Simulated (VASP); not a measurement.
# ZrC (P6_3/mmc) in VASP: a series of runs

ZrC is run at these levels: PBEsol; tasks: single point, relaxation of cell and atoms.

Program: VASP 6.6.1. These are calculated values, not measurements. Logs are shortened: lines on timing, memory, paths and dates and some standing lists are left out, and cuts for length are marked.

## 1. The cell of the first run

Symmetry: P6_3/mmc, No. 194, hexagonal system. The conventional cell has a = 3.329 Å, b = 3.329 Å, c = 5.254 Å, α = 90.00°, β = 90.00°, γ = 120.00°. Within 3.1 Å of Zr (site symmetry -6m2) lie 6 C at 2.33 Å. Within 3.1 Å of C (site symmetry -3m) lie 6 Zr at 2.33 Å and 2 C at 2.63 Å.

## 2. Single point, PBEsol

File INCAR:

```
SYSTEM = ZrC
ALGO     = Normal         ! electronic algorithm
EDIFF    = 1E-6           ! SCF threshold, eV
ENCUT    = 520            ! plane-wave cutoff, eV
GGA      = PS             ! functional
ISIF     = 2              ! what is computed and relaxed
ISMEAR   = -1             ! smearing method
LASPH    = .TRUE.         ! aspherical terms in the spheres
LCHARG   = .FALSE.        ! write CHGCAR
LREAL    = .FALSE.        ! projectors in reciprocal space
LWAVE    = .FALSE.        ! write WAVECAR
NBANDS   = 24             ! bands
NELM     = 100            ! most SCF steps
PREC     = Accurate       ! precision mode
SIGMA    = 0.05           ! smearing width, eV
```

File KPOINTS:

```
k-points
0
G
  9 9 5
  0 0 0
```

File POSCAR:

```
ZrC
1.0
    3.3287124376      0.0000000000      0.0000000000
   -1.6643562188      2.8827495328      0.0000000000
    0.0000000000      0.0000000000      5.2537886476
Zr C
2 2
Direct
    0.6666666667      0.3333333333      0.7500000000
    0.3333333333      0.6666666667      0.2500000000
    0.0000000000      0.0000000000      0.5000000000
    0.0000000000      0.0000000000      0.0000000000
```

Potentials or basis: VASP PAW PBE potentials, release 64 (Zr_sv, C).

On the command line:

```console
$ cat potpaw_PBE.64/Zr_sv/POTCAR potpaw_PBE.64/C/POTCAR > POTCAR
$ mpirun -np 1 vasp_std > vasp.out
```

OUTCAR:

```text
SYSTEM = ZrC
   EDIFF = 1E-6
   ENCUT = 520
   GGA = PS
   ISIF = 2
   ISMEAR = -1
   LASPH = .TRUE.
   LREAL = .FALSE.
   NELM = 100
   PREC = Accurate

 ion  position               nearest neighbor table
   1  0.667  0.333  0.750-   3 2.33   4 2.33   3 2.33   4 2.33   3 2.33   4 2.33   2 3.25   2 3.25
                             2 3.25   2 3.25   2 3.25   2 3.25
   2  0.333  0.667  0.250-   3 2.33   4 2.33   3 2.33   4 2.33   3 2.33   4 2.33   1 3.25   1 3.25
                             1 3.25   1 3.25   1 3.25   1 3.25
   3  0.000  0.000  0.500-   1 2.33   2 2.33   2 2.33   1 2.33   1 2.33   2 2.33
   4  0.000  0.000  0.000-   1 2.33   2 2.33   2 2.33   1 2.33   1 2.33   2 2.33

  LATTYP: Found a hexagonal cell.
 ALAT       =     3.3287124376
 C/A-ratio  =     1.5783245763

  Lattice vectors:

 A1 = (   3.3287124376,   0.0000000000,   0.0000000000)
 A2 = (  -1.6643562188,   2.8827495328,   0.0000000000)
 A3 = (   0.0000000000,   0.0000000000,   5.2537886476)

Analysis of symmetry for initial positions (statically):
=====================================================================
 Subroutine PRICEL returns:
 Original cell was already a primitive cell.

 Routine SETGRP: Setting up the symmetry group for a
 hexagonal supercell.

 Subroutine GETGRP returns: Found 24 space group operations
 (whereof 12 operations were pure point group operations)
 out of a pool of 24 trial point group operations.

The static configuration has the point symmetry D_3d.
 The point group associated with its full space group is D_6h.

Analysis of symmetry for dynamics (positions and initial velocities):
=====================================================================
 Subroutine PRICEL returns:
 Original cell was already a primitive cell.

 Routine SETGRP: Setting up the symmetry group for a
 hexagonal supercell.

 Subroutine GETGRP returns: Found 24 space group operations
 (whereof 12 operations were pure point group operations)
 out of a pool of 24 trial point group operations.

The dynamic configuration has the point symmetry D_3d.
 The point group associated with its full space group is D_6h.

 Subroutine INISYM returns: Found 24 space group operations
 (whereof 12 operations are pure point group operations),
 and found     1 'primitive' translations

----------------------------------------------------------------------------------------

                                     Primitive cell

  volume of cell :      50.4145

  direct lattice vectors                    reciprocal lattice vectors
     3.328712438  0.000000000  0.000000000     0.300416458  0.173445523  0.000000000
    -1.664356219  2.882749533  0.000000000     0.000000000  0.346891046  0.000000000
     0.000000000  0.000000000  5.253788648     0.000000000  0.000000000  0.190338833

  length of vectors
     3.328712438  3.328712438  5.253788648     0.346891046  0.346891046  0.190338833

  position of ions in fractional coordinates (direct lattice)
     0.666666667  0.333333333  0.750000000
     0.333333333  0.666666667  0.250000000
     0.000000000  0.000000000  0.500000000
     0.000000000  0.000000000  0.000000000

  ion indices of the primitive-cell ions
   primitive index   ion index
                 1           1
                 2           2
                 3           3
                 4           4

----------------------------------------------------------------------------------------

 KPOINTS: k-points

Automatic generation of k-mesh.
 Grid dimensions read from file:
 generate k-points for:    9    9    5

 Generating k-lattice:

  Cartesian coordinates                     Fractional coordinates (reciprocal lattice)
     0.033379606  0.019271725  0.000000000     0.111111111 -0.000000000  0.000000000
     0.000000000  0.038543450  0.000000000     0.000000000  0.111111111  0.000000000
     0.000000000  0.000000000  0.038067767     0.000000000  0.000000000  0.200000000

  Length of vectors
     0.038543450  0.038543450  0.038067767

  Shift w.r.t. Gamma in fractional coordinates (k-lattice)
     0.000000000  0.000000000  0.000000000

 Subroutine IBZKPT returns following result:
 ===========================================

 Found     36 irreducible k-points:

 Following reciprocal coordinates:
            Coordinates               Weight
  0.000000  0.000000  0.000000      1.000000
  0.111111 -0.000000  0.000000      6.000000
  0.222222 -0.000000  0.000000      6.000000
  0.333333 -0.000000  0.000000      6.000000
  0.444444 -0.000000  0.000000      6.000000
  0.111111  0.111111  0.000000      6.000000
[... 16 lines left out ...]
  0.333333  0.222222  0.200000     24.000000
  0.333333  0.333333  0.200000      4.000000
 [... further k-points ...]
   k-points           NKPTS =     36   k-points in BZ     NKDIM =     36   number of bands    NBANDS=     24
   number of dos      NEDOS =    301   number of ions     NIONS =      4
   total plane-waves  NPLWV =  31360
   dimension x,y,z NGX =    28 NGY =   28 NGZ =   40
   dimension x,y,z NGXF=    56 NGYF=   56 NGZF=   80
   ions per type =               2   2
   NGX,Y,Z   is equivalent  to a cutoff of  13.98, 13.98, 12.66 a.u.
   NGXF,Y,Z  is equivalent  to a cutoff of  27.97, 27.97, 25.31 a.u.
 SYSTEM =  ZrC
   PREC   = accura    normal or accurate (medium, high low for compatibility)
   ISTART =      0    job   : 0-new  1-cont  2-samecut
   ICHARG =      2    charge: 1-file 2-atom 10-const
   ISPIN  =      1    spin polarized calculation?
   LNONCOLLINEAR =      F non collinear calculations
   LSORBIT =      F    spin-orbit coupling
   LASPH  =      T    aspherical Exc in radial PAW
   ENCUT  =  520.0 eV  38.22 Ry    6.18 a.u.   6.19  6.19  9.77*2*pi/ulx,y,z
   NELM   =    100;   NELMIN=  2; NELMDL= -5     # of ELM steps
   EDIFF  = 0.1E-05   stopping-criterion for ELM
   LREAL  =      F    real-space projection
   EDIFFG = 0.1E-04   stopping-criterion for IOM
   NSW    =      0    number of steps for IOM
   IBRION =     -1    ionic relax: 0-MD 1-quasi-New 2-CG
   NFREE  =      0    steps in history (QN), initial steepest desc. (CG)
   ISIF   =      2    stress and relaxation
   ISYM   =      2    0-nonsym 1-usesym 2-fastsym
   POTIM  = 0.5000    time-step for ionic-motion
   TEBEG  =    0.0;   TEEND  =   0.0 temperature during run
   PSTRESS=    0.0 pullay stress
   NELECT =      32.0000    total number of electrons
   NUPDOWN=      -1.0000    fix difference up-down
   EMIN   =  10.00;   EMAX   =-10.00  energy-range for DOS
   EFERMI =   0.00;   METHOD = LEGACY
   ISMEAR =    -1;   SIGMA  =   0.05  broadening in eV -4-tet -1-fermi 0-gaus
   EFERMI_NEDOS =   21; number of points for ismear=-14 and -15
   IALGO  =     38    algorithm
   IMIX   =      4    mixing-type and parameters
     AMIX     =   0.40;   BMIX     =  1.00
     AMIX_MAG =   1.60;   BMIX_MAG =  1.00
  volume/ion in A,a.u.               =      12.60        85.05
  Fermi-wavevector in a.u.,A,eV,Ry     =   1.406931  2.658715 26.932130  1.979456
  Thomas-Fermi vector in A             =   2.529242
   LORBIT       =      0    0 simple, 1 ext, 2 COOP (PROOUT), +10 PAW based schemes
   GGA     = PS    functional components
   LHFCALC =     F    Hartree Fock is set to
   AEXX    =    0.0000 exact exchange contribution
   IVDW    =     0    specifies the selected vdW correction
   LEPSILON=     F    determine dielectric tensor
   LRPA    =     F    only Hartree local field effects (RPA)
 non-spin polarized calculation
  energy-cutoff  :      520.00
  volume of cell :       50.41
 maximum number of plane-waves:      1387
 NGX is ok and might be reduce to    28
   NGX = 13   NGY = 13   NGZ = 19

 number of electron      32.0000000 magnetization

 Free energy of the ion-electron system (eV)
  ---------------------------------------------------
  ext. energy  EPLUGINS =         0.00000000
  ---------------------------------------------------
  free energy    TOTEN  =       -40.49454667 eV

  energy without entropy =      -40.48888673  energy(sigma->0) =      -40.49171670

 E-fermi :  10.0990     XC(G=0): -12.4227

 val. band max:       10.0806788236   @ k =   0.3333   0.2222   0.0000
 cond. band min:      10.1380166946   @ k =   0.1111   0.1111   0.2000
 fundamental gap:      0.0573378710
 Fermi energy:        10.0989521030

 k-point     1 :       0.0000    0.0000    0.0000
  band No.  band energies     occupation
      1     -37.9432      2.00000
      2     -37.8090      2.00000
      3     -16.6335      2.00000
      4     -15.8032      2.00000
      5     -15.8032      2.00000
      6     -15.6975      2.00000
[... 16 lines left out ...]
     23      14.7584      0.00000
     24      17.8629      0.00000

 k-point     2 :       0.1111   -0.0000    0.0000
  band No.  band energies     occupation
      1     -37.9315      2.00000
      2     -37.8045      2.00000
      3     -16.5921      2.00000
      4     -15.8912      2.00000
      5     -15.8356      2.00000
      6     -15.7773      2.00000
[... 16 lines left out ...]
     23      15.3718      0.00000
     24      17.3939      0.00000

 k-point     3 :       0.2222   -0.0000    0.0000
  band No.  band energies     occupation
      1     -37.9008      2.00000
      2     -37.7940      2.00000
      3     -16.4783      2.00000
      4     -16.1159      2.00000
      5     -15.9653      2.00000
      6     -15.9074      2.00000
[... 16 lines left out ...]
     23      16.2446      0.00000
     24      16.2480      0.00000
[... 514 lines left out ...]
 k-point    23 :       0.3333    0.2222    0.2000
  band No.  band energies     occupation
      1     -37.8139      2.00000
      2     -37.7893      2.00000
      3     -16.4714      2.00000
      4     -16.3262      2.00000
      5     -16.1845      2.00000
      6     -16.0185      2.00000
[... 16 lines left out ...]
     23      16.8084      0.00000
     24      17.1668      0.00000

 k-point    24 :       0.3333    0.3333    0.2000
  band No.  band energies     occupation
      1     -37.7975      2.00000
      2     -37.7975      2.00000
      3     -16.4312      2.00000
      4     -16.2714      2.00000
      5     -16.2714      2.00000
      6     -16.1083      2.00000
[... 16 lines left out ...]
     23      17.7264      0.00000
     24      17.7264      0.00000

 [... further k-points ...]

------------------------ aborting loop because EDIFF is reached ----------------------------------------

  FORCE on cell =-STRESS in cart. coord.  units (eV):
  Direction    XX          YY          ZZ          XY          YZ          ZX
  --------------------------------------------------------------------------------------
  -------------------------------------------------------------------------------------
  Total        0.7574491      0.7574491      0.7499484      0.0000000      0.0000000     -0.0000000
  in kB       24.0717833     24.0717833     23.8334093      0.0000000      0.0000000     -0.0000000
  external PRESSURE =      23.9923253 kB  Pullay stress =       0.0000000 kB

 VOLUME and BASIS-vectors are now :
 -----------------------------------------------------------------------------
  energy-cutoff  :      520.00
  volume of cell :       50.41
      direct lattice vectors                 reciprocal lattice vectors
     3.328712438  0.000000000  0.000000000     0.300416458  0.173445523  0.000000000
    -1.664356219  2.882749533  0.000000000     0.000000000  0.346891046  0.000000000
     0.000000000  0.000000000  5.253788648     0.000000000  0.000000000  0.190338833

 POSITION                                       TOTAL-FORCE (eV/Angst)
 -----------------------------------------------------------------------------------
      1.66436      0.96092      3.94034        -0.000000      0.000000      0.000000
     -0.00000      1.92183      1.31345         0.000000     -0.000000      0.000000
      0.00000      0.00000      2.62689         0.000000      0.000000      0.000000
      0.00000      0.00000      0.00000         0.000000      0.000000      0.000000
 -----------------------------------------------------------------------------------
    total drift:                               -0.000000      0.000000     -0.000000

  FREE ENERGIE OF THE ION-ELECTRON SYSTEM (eV)
  ---------------------------------------------------
  free  energy   TOTEN  =       -40.4945466729 eV

  energy  without entropy=      -40.4888867268  energy(sigma->0) =      -40.49171670
```

It took 69 s on 1 thread of Intel Xeon 8259CL, shared host; peak memory 0.19 GiB.

What came out:

```yaml
Free_energy: -40.4945 eV
Pressure: 2.4 GPa
Band_gap_on_the_k_mesh: zero (bands 16 and 17 overlap by 1.00 eV)
```

Levels at points of the mesh, in eV from the Fermi level:
```tsv
k point	band 13	band 14	band 15	band 16	band 17	band 18	band 19	band 20
(0.00, 0.00, 0.00)	-2.83	-1.08	-1.08	0.91	1.29	1.29	1.79	1.79
```

Caveat: the PAW data sets were made with another functional, which shifts forces and pressure a little.

## 3. Single point, PBEsol

This run uses another cell than the first one, of 12.45 Å³/atom.

File INCAR:

```
SYSTEM = ZrC
PREC = Accurate
ENCUT = 520
EDIFF = 1E-6
ISMEAR = -1
SIGMA = 0.05
LREAL = .False.
LASPH = .True.
NELM = 100
ALGO = Normal
ISIF = 2
LWAVE = .False.
LCHARG = .True.
GGA = PS
LELF = .True.
LVHAR = .True.
NBANDS = 24
```

File KPOINTS:

```
Automatic mesh
0
Gamma
  9 9 5
  0 0 0
```

File POSCAR:

```
ZrC
1.0
    3.3157653617      0.0000000000      0.0000000000
   -1.6578826809      2.8715370362      0.0000000000
    0.0000000000      0.0000000000      5.2311407992
Zr C
2 2
Direct
    0.6666666667      0.3333333333      0.7500000000
    0.3333333333      0.6666666667      0.2500000000
    0.0000000000      0.0000000000      0.5000000000
    0.0000000000      0.0000000000      0.0000000000
```

Potentials or basis: VASP PAW PBE potentials, release 64 (Zr_sv, C).

On the command line:

```console
$ cat potpaw_PBE.64/Zr_sv/POTCAR potpaw_PBE.64/C/POTCAR > POTCAR
$ mpirun -np 1 vasp_std > vasp.out
```

It took 81 s on 1 thread of Intel Xeon 8259CL, shared host; peak memory 0.19 GiB.

Results (log left out):

- Free energy: -40.4795 eV
- Pressure: 5.4 GPa
- Band gap on the k mesh: zero (bands 16 and 17 overlap by 1.01 eV)

Levels at points of the mesh, in eV from the Fermi level:
| k point | band 13 | band 14 | band 15 | band 16 | band 17 | band 18 | band 19 | band 20 |
| --- | --- | --- | --- | --- | --- | --- | --- | --- |
| (0.00, 0.00, 0.00) | -2.86 | -1.09 | -1.09 | 0.92 | 1.31 | 1.31 | 1.82 | 1.82 |

Caveat: the cell stands under pressure; the PAW data sets were made with another functional, which shifts forces and pressure a little.

(Continued in part 2 of 2.)

The gap in the log of VASP goes by the Fermi energy; the results here count the filled bands.